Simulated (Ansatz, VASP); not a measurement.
**SnO in VASP and in Ansatz**

```xyz
2
Lattice="0.0000 2.5590 2.5590 2.5590 0.0000 2.5590 2.5590 2.5590 0.0000" Properties=species:S:1:pos:R:3 pbc="T T T"
Sn    0.0000    0.0000    0.0000
O     2.5590    2.5590    2.5590
```

Alike in both runs: functional PBE; k mesh 14 × 14 × 14; occupations fermi-dirac, width 0.03 eV; no spin polarisation.

Ansatz relaxed the structure, and its values are those at the end. VASP's run is a single point on that final structure, the one shown.

```csv
,VASP,Ansatz
version,VASP 6.6.1,Ansatz 0.2.0
potentials or method,"VASP PAW PBE potentials, release 64 (Sn_d, O)","PAW with Ansatz's default frozen-core files, scalar-relativistic"
plane-wave cutoff (eV),520,420
valence electrons in the cell,20,20
```

Ansatz gave:

```
pressure (GPa) : 0.0
```

Q: What did VASP give for the same quantities?

A: Pressure (GPa): -0.1.

With one functional, cell and mesh, what is left measures potentials, basis and numerics.
